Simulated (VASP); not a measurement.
Input of a VASP 6.6.1 run:

The input INCAR:

```
ALGO = Fast ; EDIFF = 1E-6
ENCUT = 520 ; GGA = PS
ISIF = 2 ; ISMEAR = 0
LASPH = T ; LCHARG = F
LREAL = F ; LWAVE = F
NBANDS = 11 ; NELM = 100
PREC = Accurate ; SIGMA = 0.15
```

File KPOINTS:

```
k-points
0
Gamma
  18 18 18
```

File POSCAR:

```
Hf
1.0
   -1.8591500000      1.8591500000      1.7779250000
    1.8591500000     -1.8591500000      1.7779250000
    1.8591500000      1.8591500000     -1.7779250000
Hf
1
Direct
    0.0000000000      0.0000000000      0.0000000000
```

Potentials or basis: VASP PAW PBE potentials, release 64 (Hf_pv).

The run is started by

```bash
$ cat potpaw_PBE.64/Hf_pv/POTCAR > POTCAR
$ mpirun -np 1 vasp_std > vasp.out
```

Question: Estimate the pressure.

Answer: -12.3 GPa.

Question: Estimate the band gap on the k mesh.

Answer: Zero (band 5 reaches 5.15 eV, above the bottom of band 6 at 3.21 eV).

Stress tensor (GPa, compression positive):
```
-11.41   0.00   0.00
  0.00 -11.41   0.00
  0.00   0.00 -13.96
```

Caveat: the cell differs from its parent crystal (strain +0.030 along x and y, -0.015 along z); the PAW data sets were made with another functional, which shifts forces and pressure a little; spin-orbit coupling is left out, which moves the levels of the heavy elements.
